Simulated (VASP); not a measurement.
# Se (Fd-3m) in VASP: further runs, part 2 of 2

VASP 6.6.1. The steps go on from the part before.

### 4 Single point, r2SCAN

This run uses another cell than the first one, of 30.16 Å³/atom.

POSCAR

```
Se
1.0
    0.0000000000      3.1127843762      3.1127843762
    3.1127843762      0.0000000000      3.1127843762
    3.1127843762      3.1127843762      0.0000000000
Se
2
Direct
    0.0000000000      0.0000000000      0.0000000000
    0.2500000000      0.2500000000      0.2500000000
```

INCAR.step1

```
SYSTEM = Se
ALGO = Normal
EDIFF = 1E-4
ENCUT = 520
GGA = PE
ISMEAR = -1
LASPH = .True.
LCHARG = .False.
LREAL = .False.
LWAVE = .True.
NBANDS = 13
NELM = 80
PREC = Accurate
SIGMA = 0.1
```

INCAR.step2

```
SYSTEM = Se
ALGO = Normal
EDIFF = 1E-6
ENCUT = 520
ISIF = 2
ISMEAR = -1
ISTART = 1
LASPH = .True.
LCHARG = .False.
LMIXTAU = .True.
LREAL = .False.
LWAVE = .False.
METAGGA = R2SCAN
NBANDS = 13
NELM = 80
PREC = Accurate
SIGMA = 0.1
```

KPOINTS

```
k-points
0
Gamma
  9 9 9
  0 0 0
```

Potentials or basis: VASP PAW PBE potentials, release 64 (Se).

The run is started by

```
> cat potpaw_PBE.64/Se/POTCAR > POTCAR
> cp INCAR.step1 INCAR
> mpirun -np 1 vasp_std > vasp.out
> cp INCAR.step2 INCAR
> mpirun -np 1 vasp_std > vasp.out
```

OUTCAR:

```text
SYSTEM = Se
   EDIFF = 1E-6
   ENCUT = 520
   ISIF = 2
   ISMEAR = -1
   ISTART = 1
   LASPH = .True.
   LREAL = .False.
   METAGGA = R2SCAN
   NELM = 80
   PREC = Accurate

 ion  position               nearest neighbor table
   1  0.000  0.000  0.000-   2 2.70   2 2.70   2 2.70   2 2.70
   2  0.250  0.250  0.250-   1 2.70   1 2.70   1 2.70   1 2.70

  LATTYP: Found a face centered cubic cell.
 ALAT       =     6.2255687524

  Lattice vectors:

 A1 = (   0.0000000000,   3.1127843762,   3.1127843762)
 A2 = (   3.1127843762,   0.0000000000,   3.1127843762)
 A3 = (   3.1127843762,   3.1127843762,   0.0000000000)

Analysis of symmetry for initial positions (statically):
=====================================================================
 Subroutine PRICEL returns:
 Original cell was already a primitive cell.

 Routine SETGRP: Setting up the symmetry group for a
 face centered cubic supercell.

 Subroutine GETGRP returns: Found 48 space group operations
 (whereof 24 operations were pure point group operations)
 out of a pool of 48 trial point group operations.

The static configuration has the point symmetry T_d .
 The point group associated with its full space group is O_h .

Analysis of symmetry for dynamics (positions and initial velocities):
=====================================================================
 Subroutine PRICEL returns:
 Original cell was already a primitive cell.

 Routine SETGRP: Setting up the symmetry group for a
 face centered cubic supercell.

 Subroutine GETGRP returns: Found 48 space group operations
 (whereof 24 operations were pure point group operations)
 out of a pool of 48 trial point group operations.

The dynamic configuration has the point symmetry T_d .
 The point group associated with its full space group is O_h .

 Subroutine INISYM returns: Found 48 space group operations
 (whereof 24 operations are pure point group operations),
 and found     1 'primitive' translations

----------------------------------------------------------------------------------------

                                     Primitive cell

  volume of cell :      60.3222

  direct lattice vectors                    reciprocal lattice vectors
     0.000000000  3.112784376  3.112784376    -0.160627894  0.160627894  0.160627894
     3.112784376  0.000000000  3.112784376     0.160627894 -0.160627894  0.160627894
     3.112784376  3.112784376  0.000000000     0.160627894  0.160627894 -0.160627894

  length of vectors
     4.402141882  4.402141882  4.402141882     0.278215674  0.278215674  0.278215674

  position of ions in fractional coordinates (direct lattice)
     0.000000000  0.000000000  0.000000000
     0.250000000  0.250000000  0.250000000

  ion indices of the primitive-cell ions
   primitive index   ion index
                 1           1
                 2           2

----------------------------------------------------------------------------------------

 KPOINTS: k-points

Automatic generation of k-mesh.
 Grid dimensions read from file:
 generate k-points for:    9    9    9

 Generating k-lattice:

  Cartesian coordinates                     Fractional coordinates (reciprocal lattice)
    -0.017847544  0.017847544  0.017847544     0.111111111  0.000000000  0.000000000
[... 42 lines left out ...]
   number of dos      NEDOS =    301   number of ions     NIONS =      2
   total plane-waves  NPLWV =  46656
   dimension x,y,z NGX =    36 NGY =   36 NGZ =   36
   dimension x,y,z NGXF=    72 NGYF=   72 NGZF=   72
   ions per type =               2
   NGX,Y,Z   is equivalent  to a cutoff of  13.60, 13.60, 13.60 a.u.
   NGXF,Y,Z  is equivalent  to a cutoff of  27.19, 27.19, 27.19 a.u.
 SYSTEM =  Se
   PREC   = accura    normal or accurate (medium, high low for compatibility)
   ISTART =      1    job   : 0-new  1-cont  2-samecut
   ICHARG =      0    charge: 1-file 2-atom 10-const
   ISPIN  =      1    spin polarized calculation?
   LNONCOLLINEAR =      F non collinear calculations
   LSORBIT =      F    spin-orbit coupling
   LASPH  =      T    aspherical Exc in radial PAW
   ENCUT  =  520.0 eV  38.22 Ry    6.18 a.u.   8.19  8.19  8.19*2*pi/ulx,y,z
   NELM   =     80;   NELMIN=  2; NELMDL=  0     # of ELM steps
   EDIFF  = 0.1E-05   stopping-criterion for ELM
   LREAL  =      F    real-space projection
   EDIFFG = 0.1E-04   stopping-criterion for IOM
   NSW    =      0    number of steps for IOM
   IBRION =     -1    ionic relax: 0-MD 1-quasi-New 2-CG
   NFREE  =      0    steps in history (QN), initial steepest desc. (CG)
   ISIF   =      2    stress and relaxation
   ISYM   =      2    0-nonsym 1-usesym 2-fastsym
   POTIM  = 0.5000    time-step for ionic-motion
   TEBEG  =    0.0;   TEEND  =   0.0 temperature during run
   PSTRESS=    0.0 pullay stress
   NELECT =      12.0000    total number of electrons
   NUPDOWN=      -1.0000    fix difference up-down
   EMIN   =  10.00;   EMAX   =-10.00  energy-range for DOS
   EFERMI =   0.00;   METHOD = LEGACY
   ISMEAR =    -1;   SIGMA  =   0.10  broadening in eV -4-tet -1-fermi 0-gaus
   EFERMI_NEDOS =   21; number of points for ismear=-14 and -15
   IALGO  =     38    algorithm
   IMIX   =      4    mixing-type and parameters
     AMIX     =   0.40;   BMIX     =  1.00
     AMIX_MAG =   1.60;   BMIX_MAG =  1.00
  volume/ion in A,a.u.               =      30.16       203.54
  Fermi-wavevector in a.u.,A,eV,Ry     =   0.955673  1.805961 12.426362  0.913312
  Thomas-Fermi vector in A             =   2.084532
   LORBIT       =      0    0 simple, 1 ext, 2 COOP (PROOUT), +10 PAW based schemes
   METAGGA = R2SCAN    functional components
   LHFCALC =     F    Hartree Fock is set to
   AEXX    =    0.0000 exact exchange contribution
   IVDW    =     0    specifies the selected vdW correction
   LEPSILON=     F    determine dielectric tensor
   LRPA    =     F    only Hartree local field effects (RPA)
 non-spin polarized calculation
  energy-cutoff  :      520.00
  volume of cell :       60.32
 maximum number of plane-waves:      1640
 NGX is ok and might be reduce to    36
   NGX = 17   NGY = 17   NGZ = 17

 number of electron      12.0000001 magnetization

 Free energy of the ion-electron system (eV)
  ---------------------------------------------------
  ext. energy  EPLUGINS =         0.00000000
  ---------------------------------------------------
  free energy    TOTEN  =       -27.30341230 eV

  energy without entropy =      -27.24696953  energy(sigma->0) =      -27.27519091

 E-fermi :   2.2617     XC(G=0):  -8.8520

 val. band max:        2.2265801344   @ k =   0.2222   0.0000   0.0000
 cond. band min:       2.2812796094   @ k =   0.2222   0.1111   0.0000
 fundamental gap:      0.0546994750
 Fermi energy:         2.2617207175

 k-point     1 :       0.0000    0.0000    0.0000
  band No.  band energies     occupation
      1     -14.0426      2.00000
      2      -8.1694      2.00000
      3      -1.5303      2.00000
      4      -1.5303      2.00000
      5      -1.5303      2.00000
      6       1.3854      1.99969
      7       1.3854      1.99969
      8       1.3854      1.99969
      9       7.0010      0.00000
     10      10.3624      0.00000
     11      10.3624      0.00000
     12      12.3430      0.00000
     13      12.3430      0.00000
[... 354 lines left out ...]
  band No.  band energies     occupation
      1     -12.2152      2.00000
      2     -11.2976      2.00000
      3      -3.1042      2.00000
      4      -3.1041      2.00000
      5       0.1666      2.00000
      6       0.2366      2.00000
      7       4.5544      0.00000
      8       4.5544      0.00000
      9       8.3218      0.00000
     10       9.4597      0.00000
     11      12.7524      0.00000
     12      12.7524      0.00000
     13      13.3397      0.00000

 [... further k-points ...]

------------------------ aborting loop because EDIFF is reached ----------------------------------------

  FORCE on cell =-STRESS in cart. coord.  units (eV):
  Direction    XX          YY          ZZ          XY          YZ          ZX
  --------------------------------------------------------------------------------------
  -------------------------------------------------------------------------------------
  Total        0.5052817      0.5052817      0.5052817      0.0000000     -0.0000000      0.0000000
  in kB       13.4204500     13.4204500     13.4204500      0.0000000     -0.0000000      0.0000000
  external PRESSURE =      13.4204500 kB  Pullay stress =       0.0000000 kB

 VOLUME and BASIS-vectors are now :
 -----------------------------------------------------------------------------
  energy-cutoff  :      520.00
  volume of cell :       60.32
      direct lattice vectors                 reciprocal lattice vectors
     0.000000000  3.112784376  3.112784376    -0.160627894  0.160627894  0.160627894
     3.112784376  0.000000000  3.112784376     0.160627894 -0.160627894  0.160627894
     3.112784376  3.112784376  0.000000000     0.160627894  0.160627894 -0.160627894

 POSITION                                       TOTAL-FORCE (eV/Angst)
 -----------------------------------------------------------------------------------
      0.00000      0.00000      0.00000        -0.000000     -0.000000     -0.000000
      1.55639      1.55639      1.55639         0.000000      0.000000      0.000000
 -----------------------------------------------------------------------------------
    total drift:                                0.000000      0.000000      0.000000

  FREE ENERGIE OF THE ION-ELECTRON SYSTEM (eV)
  ---------------------------------------------------
  free  energy   TOTEN  =       -27.3034122999 eV

  energy  without entropy=      -27.2469695290  energy(sigma->0) =      -27.27519091
```

OUTCAR.step1:

```text
SYSTEM = Se
   EDIFF = 1E-4
   ENCUT = 520
   GGA = PE
   ISMEAR = -1
   LASPH = .True.
   LREAL = .False.
[... 606 lines left out ...]
      0.00000      0.00000      0.00000         0.000000      0.000000      0.000000
      1.55639      1.55639      1.55639        -0.000000     -0.000000     -0.000000
 -----------------------------------------------------------------------------------
    total drift:                                0.000000      0.000000      0.000000

  FREE ENERGIE OF THE ION-ELECTRON SYSTEM (eV)
  ---------------------------------------------------
  free  energy   TOTEN  =        -5.9998309769 eV

  energy  without entropy=       -5.9424654463  energy(sigma->0) =       -5.97114821
```

OSZICAR.step1:

```text
N       E                     dE             d eps       ncg     rms          rms(c)
DAV:   1     0.426881962144E+02    0.42688E+02   -0.48885E+03   910   0.761E+02
DAV:   2    -0.326203161902E+01   -0.45950E+02   -0.43855E+02  1284   0.126E+02
DAV:   3    -0.598125335115E+01   -0.27192E+01   -0.26869E+01  1145   0.304E+01
DAV:   4    -0.600144659411E+01   -0.20193E-01   -0.20188E-01  1030   0.321E+00
DAV:   5    -0.600158678561E+01   -0.14019E-03   -0.14019E-03  1190   0.267E-01    0.588E+00
DAV:   6    -0.600037361828E+01    0.12132E-02   -0.11555E-03  1090   0.255E-01    0.352E+00
DAV:   7    -0.599977277233E+01    0.60085E-03   -0.30177E-03  1095   0.397E-01    0.410E-02
DAV:   8    -0.599983097689E+01   -0.58205E-04   -0.72753E-05   788   0.550E-02
   1 F= -.59998310E+01 E0= -.59711482E+01  d E =-.573655E-01
```

It took 2.5 min on 1 thread of Intel Xeon 8259CL, shared host; peak memory 0.21 GiB.

What came out:

```yaml
Free_energy: -27.3034 eV
Pressure: 1.3 GPa
Band_gap_on_the_k_mesh: zero (bands 6 and 7 overlap by 1.15 eV)
```

Caveat: the PAW data sets were made with another functional, which shifts forces and pressure a little.

### 5 Single point, r2SCAN

This run uses another cell than the first one, of 31.11 Å³/atom.

POSCAR

```
Se
1.0
    0.0000000000      3.1452115472      3.1452115472
    3.1452115472      0.0000000000      3.1452115472
    3.1452115472      3.1452115472      0.0000000000
Se
2
Direct
    0.0000000000      0.0000000000      0.0000000000
    0.2500000000      0.2500000000      0.2500000000
```

INCAR.step1

```
SYSTEM = Se
ALGO = Normal ; EDIFF = 1E-4
ENCUT = 520 ; GGA = PE
ISMEAR = -1 ; LASPH = .True.
LCHARG = .False. ; LREAL = .False.
LWAVE = .True. ; NBANDS = 13
NELM = 60 ; PREC = Accurate
SIGMA = 0.1
```

INCAR.step2

```
SYSTEM = Se
ALGO = Normal ; EDIFF = 1E-6
ENCUT = 520 ; ISIF = 2
ISMEAR = -1 ; ISTART = 1
LASPH = .True. ; LCHARG = .False.
LMIXTAU = .True. ; LREAL = .False.
LWAVE = .False. ; METAGGA = R2SCAN
NBANDS = 13 ; NELM = 60
PREC = Accurate ; SIGMA = 0.1
```

KPOINTS is that of step 4.

The run is started by

```
> cat potpaw_PBE.64/Se/POTCAR > POTCAR
> cp INCAR.step1 INCAR
> mpirun -np 1 vasp_std > vasp.out
> cp INCAR.step2 INCAR
> mpirun -np 1 vasp_std > vasp.out
```

Run time: 2.3 min. Hardware: 1 thread of Intel Xeon 8259CL, shared host; peak memory 0.22 GiB.

Results (log left out):

* Free energy: -27.3110 eV
* Pressure: -0.1 GPa
* Band gap on the k mesh: zero (bands 6 and 7 overlap by 1.11 eV)

Levels at points of the mesh, in eV from the Fermi level:
| k point | band 2 | band 3 | band 4 | band 5 | band 6 | band 7 | band 8 | band 9 | band 10 | band 11 |
| --- | --- | --- | --- | --- | --- | --- | --- | --- | --- | --- |
| (0.00, 0.00, 0.00) | -10.53 | -3.67 | -3.67 | -3.67 | -0.82 | -0.82 | -0.82 | 4.74 | 8.15 | 8.15 |

Caveat: the PAW data sets were made with another functional, which shifts forces and pressure a little.

### 6 Summary

| cell | gap on the mesh (eV) | pressure (GPa) |
| --- | --- | --- |
| a = 4.355 Å, angles 60.0°, 2 atoms | none | 3.0 |
| a = 4.402 Å, angles 60.0°, 2 atoms | none | 1.3 |
| a = 4.448 Å, angles 60.0°, 2 atoms | none | -0.1 |

Alike in all rows: task single point; level r2SCAN; potentials or basis VASP PAW PBE potentials, release 64 (Se); no spin polarisation; k mesh 9 × 9 × 9; cutoff (eV) 520; smearing fermi-dirac 0.1 eV.

Caveats: the PAW data sets were made with another functional, which shifts forces and pressure a little.

Absolute energies hang on the potentials; compare differences alone.
